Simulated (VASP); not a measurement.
Wanted: the native input for a VASP 6.6.1 run.

```yaml
Task: single point
Functional: LDA
Potentials_or_basis: VASP PAW LDA potentials, release 64 (Pd, Cu)
Cutoff: 520 eV
k_mesh: 11 × 8 × 1
Occupations: gaussian, width 0.1 eV
Spin: no spin polarisation
Dipole_correction: yes
Further_INCAR_settings: ALGO = Normal; EDIFF = 1e-07; NBANDS = 44
```

The structure of CuPd6 lies in POSCAR:

```
CuPd6
1.0
    2.7145474431      0.0000000000      0.0000000000
    0.0000000000      3.8389498098      0.0000000000
    0.0000000000      0.0000000000     25.7863686078
Pd Cu
6 1
Direct
    0.5000000000      0.5000000000      0.3296315247
    0.0000000000      0.0000000000      0.3822668430
    0.5000000000      0.5000000000      0.4349021614
    0.0000000000      0.0000000000      0.4878045672
    0.5000000000      0.5000000000      0.5419763423
    0.0000000000      0.0000000000      0.5899222136
    0.0000000000      0.0000000000      0.6798646632
```

These files were run (other wordings do the same):

INCAR

```
SYSTEM = CuPd6
PREC = Accurate ; ENCUT = 520
EDIFF = 1E-7 ; ISMEAR = 0
SIGMA = 0.1 ; LREAL = .FALSE.
LASPH = .TRUE. ; NELM = 60
ALGO = Normal ; ISIF = 2
LWAVE = .FALSE. ; LCHARG = .TRUE.
LDIPOL = .TRUE. ; IDIPOL = 3
DIPOL = 0.5 0.5 0.492 ; LELF = .TRUE.
LVHAR = .TRUE. ; LVACPOTAV = .TRUE.
NBANDS = 44
```

KPOINTS

```
Automatic mesh
0
G
  11 8 1
  0 0 0
```

Potentials or basis: VASP PAW LDA potentials, release 64 (Pd, Cu).

Run with:

```bash
$ cat potpaw_LDA.64/Pd/POTCAR potpaw_LDA.64/Cu/POTCAR > POTCAR
$ mpirun -np 1 vasp_std > vasp.out
```

It gave:

| Item | Value |
| --- | --- |
| Largest force | 0.639 eV/Å |
| Band gap on the k mesh | zero (an odd number of electrons rules out a gap without spin polarisation) |

Wall time 10 min on 1 thread of Intel(R) Xeon(R) Platinum 8488C (Sapphire Rapids), on a shared host, peak memory 0.46 GiB.
